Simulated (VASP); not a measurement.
# K2AlRu4 (P6/mmm) in VASP: single point with PBE

Aim: the single point of K2AlRu4 with PBE.

Program: VASP 6.6.1. These are calculated values, not measurements. Logs are shortened: lines on timing, memory, paths and dates and some standing lists are left out, and cuts for length are marked.

### 1 The cell of the first run

The structure is hexagonal, space group P6/mmm (No. 191). The conventional cell has a = 4.468 Å, b = 4.468 Å, c = 8.466 Å, α = 90.00°, β = 90.00°, γ = 120.00°. Within 3.4 Å of K (site symmetry -6m2) lie 3 K at 2.58 Å and 2 Ru at 3.05 Å. Al (site symmetry 6/mmm) has 12 Ru at 2.84 Å within 3.7 Å. Ru (site symmetry 3m) has 4 Ru at 2.36 to 2.58 Å and 3 Al at 2.84 Å and 1 K at 3.05 Å within 3.1 Å.

The cell was generated, and may not be a known phase.

### 2 Single point, PBE

File INCAR:

```
SYSTEM = K2AlRu4
ALGO = Fast
EDIFF = 1E-7
ENCUT = 520
GGA = PE
ISIF = 2
ISMEAR = 0
LASPH = .True.
LCHARG = .False.
LREAL = .False.
LWAVE = .False.
NBANDS = 48
NELM = 100
PREC = Accurate
SIGMA = 0.1
```

File KPOINTS:

```
k-points
0
Gamma
  12 12 4
  0 0 0
```

File POSCAR:

```
K2AlRu4
1.0
    4.4678701715      0.0000000000      0.0000000000
   -2.2339350858      3.8692890693      0.0000000000
    0.0000000000      0.0000000000      8.4659028865
K Al Ru
2 1 4
Direct
    0.3333333333      0.6666666667      0.5000000000
    0.6666666667      0.3333333333      0.5000000000
    0.0000000000      0.0000000000      0.0000000000
    0.3333333333      0.6666666667      0.1395723833
    0.6666666667      0.3333333333      0.1395723833
    0.6666666667      0.3333333333      0.8604276167
    0.3333333333      0.6666666667      0.8604276167
```

Potentials or basis: VASP PAW PBE potentials, release 64 (K_sv, Al, Ru_pv).

Started as:

```
> cat potpaw_PBE.64/K_sv/POTCAR potpaw_PBE.64/Al/POTCAR potpaw_PBE.64/Ru_pv/POTCAR > POTCAR
> mpirun -np 1 vasp_std > vasp.out
```

OUTCAR:

```text
SYSTEM = K2AlRu4
   EDIFF = 1E-7
   ENCUT = 520
   GGA = PE
   ISIF = 2
   ISMEAR = 0
   LASPH = .True.
   LREAL = .False.
   NELM = 100
   PREC = Accurate

 ion  position               nearest neighbor table
   1  0.333  0.667  0.500-   2 2.58   2 2.58   2 2.58   7 3.05   4 3.05
   2  0.667  0.333  0.500-   1 2.58   1 2.58   1 2.58   6 3.05   5 3.05
   3  0.000  0.000  0.000-   4 2.84   5 2.84   6 2.84   7 2.84   4 2.84   7 2.84   5 2.84   6 2.84
                             5 2.84   6 2.84   4 2.84   7 2.84
   4  0.333  0.667  0.140-   7 2.36   5 2.58   5 2.58   5 2.58   3 2.84   3 2.84   3 2.84   1 3.05

   5  0.667  0.333  0.140-   6 2.36   4 2.58   4 2.58   4 2.58   3 2.84   3 2.84   3 2.84   2 3.05

   6  0.667  0.333  0.860-   5 2.36   7 2.58   7 2.58   7 2.58   3 2.84   3 2.84   3 2.84   2 3.05

   7  0.333  0.667  0.860-   4 2.36   6 2.58   6 2.58   6 2.58   3 2.84   3 2.84   3 2.84   1 3.05

  LATTYP: Found a hexagonal cell.
 ALAT       =     4.4678701715
 C/A-ratio  =     1.8948408440

  Lattice vectors:

 A1 = (   4.4678701715,   0.0000000000,   0.0000000000)
 A2 = (  -2.2339350858,   3.8692890693,   0.0000000000)
 A3 = (   0.0000000000,   0.0000000000,   8.4659028865)

Analysis of symmetry for initial positions (statically):
=====================================================================
 Subroutine PRICEL returns:
 Original cell was already a primitive cell.

 Routine SETGRP: Setting up the symmetry group for a
 hexagonal supercell.

 Subroutine GETGRP returns: Found 24 space group operations
 (whereof 24 operations were pure point group operations)
 out of a pool of 24 trial point group operations.

The static configuration has the point symmetry D_6h.

Analysis of symmetry for dynamics (positions and initial velocities):
=====================================================================
 Subroutine PRICEL returns:
 Original cell was already a primitive cell.

 Routine SETGRP: Setting up the symmetry group for a
 hexagonal supercell.

 Subroutine GETGRP returns: Found 24 space group operations
 (whereof 24 operations were pure point group operations)
 out of a pool of 24 trial point group operations.

The dynamic configuration has the point symmetry D_6h.

 Subroutine INISYM returns: Found 24 space group operations
 (whereof 24 operations are pure point group operations),
 and found     1 'primitive' translations

----------------------------------------------------------------------------------------

                                     Primitive cell

  volume of cell :     146.3541

  direct lattice vectors                    reciprocal lattice vectors
     4.467870172  0.000000000  0.000000000     0.223820291  0.129222705  0.000000000
    -2.233935086  3.869289069  0.000000000     0.000000000  0.258445410  0.000000000
     0.000000000  0.000000000  8.465902887     0.000000000  0.000000000  0.118120892

  length of vectors
     4.467870172  4.467870171  8.465902887     0.258445410  0.258445410  0.118120892

  position of ions in fractional coordinates (direct lattice)
     0.333333333  0.666666667  0.500000000
     0.666666667  0.333333333  0.500000000
     0.000000000  0.000000000  0.000000000
     0.333333333  0.666666667  0.139572383
     0.666666667  0.333333333  0.139572383
     0.666666667  0.333333333  0.860427617
     0.333333333  0.666666667  0.860427617

  ion indices of the primitive-cell ions
   primitive index   ion index
                 1           1
                 2           2
                 3           3
                 4           4
                 5           5
                 6           6
                 7           7

----------------------------------------------------------------------------------------

 KPOINTS: k-points

Automatic generation of k-mesh.
 Grid dimensions read from file:
 generate k-points for:   12   12    4

 Generating k-lattice:

  Cartesian coordinates                     Fractional coordinates (reciprocal lattice)
     0.018651691  0.010768559  0.000000000     0.083333333  0.000000000  0.000000000
     0.000000000  0.021537118  0.000000000     0.000000000  0.083333333  0.000000000
     0.000000000  0.000000000  0.029530223     0.000000000  0.000000000  0.250000000

  Length of vectors
     0.021537118  0.021537118  0.029530223

  Shift w.r.t. Gamma in fractional coordinates (k-lattice)
     0.000000000  0.000000000  0.000000000

 Subroutine IBZKPT returns following result:
 ===========================================

 Found     57 irreducible k-points:

 Following reciprocal coordinates:
            Coordinates               Weight
  0.000000  0.000000  0.000000      1.000000
  0.083333  0.000000  0.000000      6.000000
  0.166667  0.000000  0.000000      6.000000
  0.250000  0.000000  0.000000      6.000000
  0.333333  0.000000  0.000000      6.000000
  0.416667  0.000000  0.000000      6.000000
[... 16 lines left out ...]
  0.250000  0.000000  0.250000     12.000000
  0.333333  0.000000  0.250000     12.000000
 [... further k-points ...]
   k-points           NKPTS =     57   k-points in BZ     NKDIM =     57   number of bands    NBANDS=     48
   number of dos      NEDOS =    301   number of ions     NIONS =      7
   total plane-waves  NPLWV =  82944
   dimension x,y,z NGX =    36 NGY =   36 NGZ =   64
   dimension x,y,z NGXF=    72 NGYF=   72 NGZF=  128
   ions per type =               2   1   4
   NGX,Y,Z   is equivalent  to a cutoff of  13.40, 13.40, 12.57 a.u.
   NGXF,Y,Z  is equivalent  to a cutoff of  26.79, 26.79, 25.14 a.u.
 SYSTEM =  K2AlRu4
   PREC   = accura    normal or accurate (medium, high low for compatibility)
   ISTART =      0    job   : 0-new  1-cont  2-samecut
   ICHARG =      2    charge: 1-file 2-atom 10-const
   ISPIN  =      1    spin polarized calculation?
   LNONCOLLINEAR =      F non collinear calculations
   LSORBIT =      F    spin-orbit coupling
   LASPH  =      T    aspherical Exc in radial PAW
   ENCUT  =  520.0 eV  38.22 Ry    6.18 a.u.   8.31  8.31 15.74*2*pi/ulx,y,z
   NELM   =    100;   NELMIN=  2; NELMDL= -5     # of ELM steps
   EDIFF  = 0.1E-06   stopping-criterion for ELM
   LREAL  =      F    real-space projection
   EDIFFG = 0.1E-05   stopping-criterion for IOM
   NSW    =      0    number of steps for IOM
   IBRION =     -1    ionic relax: 0-MD 1-quasi-New 2-CG
   NFREE  =      0    steps in history (QN), initial steepest desc. (CG)
   ISIF   =      2    stress and relaxation
   ISYM   =      2    0-nonsym 1-usesym 2-fastsym
   POTIM  = 0.5000    time-step for ionic-motion
   TEBEG  =    0.0;   TEEND  =   0.0 temperature during run
   PSTRESS=    0.0 pullay stress
   NELECT =      77.0000    total number of electrons
   NUPDOWN=      -1.0000    fix difference up-down
   EMIN   =  10.00;   EMAX   =-10.00  energy-range for DOS
   EFERMI =   0.00;   METHOD = LEGACY
   ISMEAR =     0;   SIGMA  =   0.10  broadening in eV -4-tet -1-fermi 0-gaus
   EFERMI_NEDOS =   21; number of points for ismear=-14 and -15
   IALGO  =     68    algorithm
   IMIX   =      4    mixing-type and parameters
     AMIX     =   0.40;   BMIX     =  1.00
     AMIX_MAG =   1.60;   BMIX_MAG =  1.00
  volume/ion in A,a.u.               =      20.91       141.09
  Fermi-wavevector in a.u.,A,eV,Ry     =   1.321610  2.497481 23.764666  1.746654
  Thomas-Fermi vector in A             =   2.451352
   LORBIT       =      0    0 simple, 1 ext, 2 COOP (PROOUT), +10 PAW based schemes
   GGA     = PE    functional components
   LHFCALC =     F    Hartree Fock is set to
   AEXX    =    0.0000 exact exchange contribution
   IVDW    =     0    specifies the selected vdW correction
   LEPSILON=     F    determine dielectric tensor
   LRPA    =     F    only Hartree local field effects (RPA)
 non-spin polarized calculation
 RMM-DIIS sequential band-by-band and
 Gauss-broadening in eV      SIGMA  =   0.10
  energy-cutoff  :      520.00
  volume of cell :      146.35
 maximum number of plane-waves:      3984
 NGX is ok and might be reduce to    36
   NGX = 17   NGY = 17   NGZ = 31

 number of electron      76.9999998 magnetization

 Free energy of the ion-electron system (eV)
  ---------------------------------------------------
  ext. energy  EPLUGINS =         0.00000000
  ---------------------------------------------------
  free energy    TOTEN  =       -37.77088218 eV

  energy without entropy =      -37.75433973  energy(sigma->0) =      -37.76261095

 E-fermi :   6.2469     XC(G=0): -10.4047

 val. band max:        6.2440416354   @ k =   0.4167   0.1667   0.2500
 cond. band min:       6.2470550385   @ k =   0.2500   0.0833   0.0000
 fundamental gap:      0.0030134031
 Fermi energy:         6.2469446511

 k-point     1 :       0.0000    0.0000    0.0000
  band No.  band energies     occupation
      1     -36.9915      2.00000
      2     -36.8444      2.00000
      3     -36.6805      2.00000
      4     -36.6805      2.00000
      5     -36.5673      2.00000
      6     -36.5673      2.00000
[... 40 lines left out ...]
     47      10.8131      0.00000
     48      11.5243      0.00000

 k-point     2 :       0.0833    0.0000    0.0000
  band No.  band energies     occupation
      1     -36.9893      2.00000
      2     -36.8466      2.00000
      3     -36.6836      2.00000
      4     -36.6738      2.00000
      5     -36.5703      2.00000
      6     -36.5609      2.00000
[... 40 lines left out ...]
     47      10.6829      0.00000
     48      11.0299      0.00000

 k-point     3 :       0.1667    0.0000    0.0000
  band No.  band energies     occupation
      1     -36.9829      2.00000
      2     -36.8532      2.00000
      3     -36.6920      2.00000
      4     -36.6546      2.00000
      5     -36.5781      2.00000
      6     -36.5422      2.00000
[... 1060 lines left out ...]
     47       8.9872      0.00000
     48       9.6700      0.00000

 k-point    24 :       0.3333    0.0000    0.2500
  band No.  band energies     occupation
      1     -36.9605      2.00000
      2     -36.8758      2.00000
      3     -36.7137      2.00000
      4     -36.5985      2.00000
      5     -36.5918      2.00000
      6     -36.4809      2.00000
[... 40 lines left out ...]
     47       9.1638      0.00000
     48       9.6896      0.00000

 [... further k-points ...]

------------------------ aborting loop because EDIFF is reached ----------------------------------------

  FORCE on cell =-STRESS in cart. coord.  units (eV):
  Direction    XX          YY          ZZ          XY          YZ          ZX
  --------------------------------------------------------------------------------------
  -------------------------------------------------------------------------------------
  Total        0.2149362      0.2149362      0.1950526     -0.0000000      0.0000000      0.0000000
  in kB        2.3529633      2.3529633      2.1352923     -0.0000000      0.0000000      0.0000000
  external PRESSURE =       2.2804063 kB  Pullay stress =       0.0000000 kB

 VOLUME and BASIS-vectors are now :
 -----------------------------------------------------------------------------
  energy-cutoff  :      520.00
  volume of cell :      146.35
      direct lattice vectors                 reciprocal lattice vectors
     4.467870172  0.000000000  0.000000000     0.223820291  0.129222705  0.000000000
    -2.233935086  3.869289069  0.000000000     0.000000000  0.258445410  0.000000000
     0.000000000  0.000000000  8.465902887     0.000000000  0.000000000  0.118120892

 POSITION                                       TOTAL-FORCE (eV/Angst)
 -----------------------------------------------------------------------------------
     -0.00000      2.57953      4.23295        -0.000000      0.000000      0.000000
      2.23394      1.28976      4.23295         0.000000      0.000000      0.000000
      0.00000      0.00000      0.00000        -0.000000      0.000000      0.000000
     -0.00000      2.57953      1.18161         0.000000     -0.000000      0.028930
      2.23394      1.28976      1.18161        -0.000000     -0.000000      0.028930
      2.23394      1.28976      7.28430        -0.000000      0.000000     -0.028930
     -0.00000      2.57953      7.28430         0.000000      0.000000     -0.028930
 -----------------------------------------------------------------------------------
    total drift:                               -0.000000      0.000000      0.000000

  FREE ENERGIE OF THE ION-ELECTRON SYSTEM (eV)
  ---------------------------------------------------
  free  energy   TOTEN  =       -37.7708821770 eV

  energy  without entropy=      -37.7543397312  energy(sigma->0) =      -37.76261095
```

Wall time 8.3 min (1 thread of AMD EPYC 9R45 (Zen 5), shared host); peak memory 0.45 GiB.

What came out:

| Property | Result |
| --- | --- |
| Free energy | -37.7709 eV |
| Pressure | 0.2 GPa |
| Largest force | 0.029 eV/Å |
| Band gap on the k mesh | zero (an odd number of electrons rules out a gap without spin polarisation) |

Forces on the atoms (eV/Å):
```
K    0.000  0.000  0.000
K    0.000  0.000  0.000
Al   0.000  0.000  0.000
Ru   0.000  0.000  0.029
Ru   0.000  0.000  0.029
Ru   0.000  0.000 -0.029
Ru   0.000  0.000 -0.029
```

Levels at points of the mesh, in eV from the Fermi level:
```csv
k point,band 34,band 35,band 36,band 37,band 38,band 39,band 40,band 41,band 42,band 43
"(0.00, 0.00, 0.00)",-1.73,-1.73,-1.39,-1.39,-0.97,-0.97,-0.69,0.59,0.59,1.29
"(0.50, 0.00, 0.00)",-1.68,-1.33,-0.52,-0.47,0.12,0.54,0.58,0.98,1.00,1.10
"(0.00, 0.00, 0.50)",-1.73,-1.73,-1.40,-1.40,-0.90,-0.90,0.01,0.61,0.61,0.78
"(0.50, 0.00, 0.50)",-1.49,-1.33,-1.12,-0.56,0.12,0.57,0.58,0.61,0.82,0.99
```
